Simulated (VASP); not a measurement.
Input of a VASP 6.6.1 run:

The input INCAR:

```
ALGO = Normal
EDIFF = 1E-7
EDIFFG = -0.005
ENCUT = 500
GGA = PS
GGA_COMPAT = F
IBRION = 2
ISIF = 3
ISMEAR = 0
LASPH = T
LCHARG = F
LREAL = F
LWAVE = F
NELM = 120
NELMIN = 4
NSW = 80
PREC = Accurate
SIGMA = 0.03
```

File KPOINTS:

```
k-points
0
Gamma
  9 9 4
```

Contents of POSCAR:

```
Hg3Se2S
1.0
    4.2638538906      0.0000000000      0.0000000000
   -2.1319269453      3.6926057872      0.0000000000
    0.0000000000      0.0000000000     10.4442663696
Hg S Se
3 1 2
Direct
    0.0000000000      0.0000000000      0.0000000000
    0.3333333333      0.6666666667      0.3333333333
    0.6666666667      0.3333333333      0.6666666667
    0.0000000000      0.0000000000      0.2500000000
    0.3333333333      0.6666666667      0.5833333333
    0.6666666667      0.3333333333      0.9166666667
```

Potentials or basis: VASP PAW PBE potentials, release 64 (Hg, S, Se).

Run with:

```sh
$ cat potpaw_PBE.64/Hg/POTCAR potpaw_PBE.64/S/POTCAR potpaw_PBE.64/Se/POTCAR > POTCAR
$ mpirun -np 1 vasp_std > vasp.out
```

Problem. What does it give for the relaxed cell?

Solution. a = 4.283 Å, b = 4.283 Å, c = 10.503 Å, α = 90.00°, β = 90.00°, γ = 120.00°.

Problem. Estimate the band gap on the k mesh.

Solution. Zero (filled and empty bands touch).

Problem. Estimate the relaxed volume.

Solution. 27.81 Å³/atom.

Problem. Predict the space group after relaxing (to 0.1 Å).

Solution. P3m1 (No. 156).

Final structure:
```
CELL_PARAMETERS angstrom
4.28315 0.00000 0.00000
-2.14157 3.70931 0.00000
0.00000 0.00000 10.50340
ATOMIC_POSITIONS crystal
Hg 0.00000 0.00000 0.00932
Hg 0.33333 0.66667 0.32405
Hg 0.66667 0.33333 0.66732
S 0.00000 0.00000 0.25189
Se 0.33333 0.66667 0.57790
Se 0.66667 0.33333 0.91952
```

Caveat: semilocal functionals underestimate gaps, and a narrow one can read as zero; the PAW data sets were made with another functional, which shifts forces and pressure a little; spin-orbit coupling is left out, which moves the levels of the heavy elements.
